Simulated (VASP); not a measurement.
Here is a VASP 6.6.1 calculation.

POSCAR

```
AlRu
1.0
    2.9826244058      0.0000000000      0.0000000000
    0.0000000000      2.9826244058      0.0000000000
    0.0000000000      0.0000000000      2.9826244058
Al Ru
1 1
Direct
    0.0000000000      0.0000000000      0.0000000000
    0.5000000000      0.5000000000      0.5000000000
```

INCAR.step1

```
ALGO = Normal ; EDIFF = 1E-4
ENCUT = 520 ; GGA = PE
ISMEAR = 0 ; LASPH = T
LCHARG = F ; LREAL = F
LWAVE = T ; NBANDS = 16
NELM = 100 ; PREC = Accurate
SIGMA = 0.15
```

INCAR.step2

```
ALGO = Normal ; EDIFF = 1E-6
ENCUT = 520 ; ISIF = 2
ISMEAR = 0 ; ISTART = 1
LASPH = T ; LCHARG = F
LMIXTAU = T ; LREAL = F
LWAVE = F ; METAGGA = R2SCAN
NBANDS = 16 ; NELM = 100
PREC = Accurate ; SIGMA = 0.15
```

KPOINTS

```
k-points
0
Gamma
  22 22 22
```

Potentials or basis: VASP PAW PBE potentials, release 64 (Al, Ru_pv).

Command:

```bash
$ cat potpaw_PBE.64/Al/POTCAR potpaw_PBE.64/Ru_pv/POTCAR > POTCAR
$ cp INCAR.step1 INCAR
$ mpirun -np 1 vasp_std > vasp.out
$ cp INCAR.step2 INCAR
$ mpirun -np 1 vasp_std > vasp.out
```

**Question.** What does it give for the pressure?

**Answer.** 0.1 GPa.

Caveat: the PAW data sets were made with another functional, which shifts forces and pressure a little.
